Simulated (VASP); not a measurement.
Crystal: CdS (Greenockite).

```
Cd S
1.0
     4.20461    0.00000    0.00000
    -2.10231    3.64130    0.00000
     0.00000    0.00000    6.82565
Cd S
2 2
Direct
  0.66667 0.33333 0.50000
  0.33333 0.66667 0.00000
  0.66667 0.33333 0.87500
  0.33333 0.66667 0.37500
```

Base run:

| Item | Value |
| --- | --- |
| Program | VASP 6.6.1 |
| Functional | BLYP |
| Potentials or basis | VASP PAW PBE potentials, release 64 (Cd, S) |
| Cutoff | 520 eV |
| k mesh | 7 × 7 × 4 |
| Occupations | fermi-dirac, width 0.05 eV |
| Spin | no spin polarisation |

Its results: band gap on the k mesh 1.06 eV, direct; pressure 3.1 GPa; largest force 0.060 eV/Å.

Q: The run is repeated on the same cell with these changes: functional from BLYP to RPBE; dispersion from none to D4. What comes out?

A: Band gap on the k mesh 1.29 eV, direct; pressure -1.8 GPa; largest force 0.070 eV/Å.

Several settings changed at once, so the effect can't be laid on one alone.

Caveats: the PAW data sets were made with another functional, which shifts forces and pressure a little.

